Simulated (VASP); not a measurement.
TaN: single point with b88 exchange, pbe correlation

TaN:

```
Ta N
1.0
     0.00000    2.20784    2.20784
     2.20784    0.00000    2.20784
     2.20784    2.20784    0.00000
Ta N
1 1
Direct
  0.50000 0.50000 0.50000
  0.00000 0.00000 0.00000
```

```
Program             : VASP 6.6.1
Task                : single point
Functional          : b88 exchange, pbe correlation
Potentials or basis : VASP PAW PBE potentials, release 64 (Ta_pv, N)
Cutoff              : 600 eV
k mesh              : 10 × 10 × 10
Occupations         : fermi-dirac, width 0.05 eV
Spin                : no spin polarisation
```

```json
{"Pressure": "0.6 GPa", "Band gap on the k mesh": "zero (bands 8 and 9 overlap by 3.92 eV)"}
```

Levels at points of the mesh, in eV from the Fermi level:
```csv
k point,band 6,band 7,band 8,band 9,band 10,band 11
"(0.00, 0.00, 0.00)",-3.80,-3.80,-2.10,-2.10,-2.10,0.02
"(0.50, 0.00, 0.00)",-7.51,-7.51,1.82,1.82,1.92,3.82
"(0.50, 0.50, 0.00)",-5.39,-4.62,-4.62,2.03,3.42,3.42
```

Wall time 24 s on 1 thread of Intel(R) Xeon(R) Platinum 8488C (Sapphire Rapids), with other jobs on the host, peak memory 0.17 GiB.

Caveat: the PAW data sets were made with another functional, which shifts forces and pressure a little; spin-orbit coupling is left out, which moves the levels of the heavy elements.
